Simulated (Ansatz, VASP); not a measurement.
## One calculation of Ge, two programs

```xyz
2
Lattice="0.0000 2.8926 2.8926 2.8926 0.0000 2.8926 2.8926 2.8926 0.0000" Properties=species:S:1:pos:R:3 pbc="T T T"
Ge    2.8926    2.8926    2.8926
Ge    4.3389    4.3389    4.3389
```

Alike in both runs: task single point; functional PBEsol; k mesh 14 × 14 × 14; occupations gaussian, width 0.1 eV; no spin polarisation.

|  | VASP | Ansatz |
| --- | --- | --- |
| version | VASP 6.6.1 | Ansatz 0.2.0 |
| potentials or method | VASP PAW PBE potentials, release 64 (Ge_d), cutoff 520 eV | scalar-relativistic, plane waves, PAW |
| valence electrons in the cell | 28 | 28 |

|  | VASP | Ansatz | Ansatz less VASP |
| --- | --- | --- | --- |
| gap on the k mesh at the Fermi level (eV) | none | none | - |
| pressure (GPa) | -3.4 | -3.3 | +0.08 |

VASP's potentials were made for PBE, not for PBEsol. A gap of «none» marks a metal or a gap that the smearing closes.
